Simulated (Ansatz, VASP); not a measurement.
Ga2O in VASP and in Ansatz

```
Ga O
1.0
    -2.73368    2.73368    2.99208
     2.73368   -2.73368    2.99208
     2.73368    2.73368   -2.99208
Ga O
4 2
Direct
  0.18739 0.68739 0.87477
  0.31261 0.18739 0.50000
  0.68739 0.81261 0.50000
  0.81261 0.31261 0.12523
  0.75000 0.75000 0.00000
  0.25000 0.25000 0.00000
```

Change from the starting cell: species swapped into the PtPb2 type (I4/mcm, No. 140).

Alike in both runs: functional PBE; k mesh 4 × 4 × 4; occupations gaussian, width 0.1 eV; collinear spin.

Ansatz relaxed the structure, and its values are those at the end. VASP's run is a single point on that final structure, the one shown.

|  | VASP | Ansatz |
| --- | --- | --- |
| version | VASP 6.6.1 | Ansatz 0.2.0 |
| potentials or method | VASP PAW PBE potentials, release 64 (Ga_d, O), cutoff 520 eV | scalar-relativistic, plane waves, PAW |
| valence electrons in the cell | 64 | 64 |

|  | VASP | Ansatz | Ansatz less VASP |
| --- | --- | --- | --- |
| gap on the k mesh at the Fermi level (eV) | none | none | - |
| pressure (GPa) | 0.1 | 0.0 | -0.11 |
| net moment per atom (μB) | 0.00 | 0.00 | 0.000 |

A gap of «none» marks a metal or a gap that the smearing closes. With one functional, cell and mesh, what is left measures potentials, basis and numerics. Ansatz's warnings: filled band counts differ across k points, seeded moment not kept.

The k mesh is coarse, so the values compare programs but aren't converged.
